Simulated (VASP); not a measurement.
GaN, 4 atoms in the cell. Symmetry: R-3m, No. 166, trigonal system. The conventional cell has a = 3.474 Å, b = 3.474 Å, c = 17.773 Å, α = 90.00°, β = 90.00°, γ = 120.00°. Within 2.8 Å of Ga (site symmetry 3m) lie 3 N at 2.12 Å and 1 Ga at 2.65 Å. Within 2.5 Å of N (site symmetry 3m) lie 1 N at 1.87 Å and 3 Ga at 2.12 Å.  This cell differs from its parent crystal: P replaced by N, lengths x 0.906, strained.

| Quantity | Value |
| --- | --- |
| Program | VASP 6.6.1 |
| Task | single point |
| Functional | PBEsol |
| Potentials or basis | VASP PAW PBE potentials, release 64 (Ga_d, N) |
| Cutoff | 520 eV |
| k mesh | 15 × 15 × 15 |
| Occupations | gaussian, width 0.1 eV |
| Spin | no spin polarisation |
| Dipole correction | no |
| Further INCAR settings | ALGO = Normal; EDIFF = 1e-06; NBANDS = 26 |

Potentials or basis: VASP PAW PBE potentials, release 64 (Ga_d, N).

Run with:

```sh
$ cat potpaw_PBE.64/Ga_d/POTCAR potpaw_PBE.64/N/POTCAR > POTCAR
$ mpirun -np 1 vasp_std > vasp.out
```

Hardware: 1 thread of Intel(R) Xeon(R) 6975P-C (Granite Rapids), on a shared host.

Task: Estimate the wall time of this run.

Result: Wall time 9.9 min on 1 thread of Intel(R) Xeon(R) 6975P-C (Granite Rapids), with other jobs on the host, peak memory 0.66 GiB. Counts: scf iterations 13, k points 344.
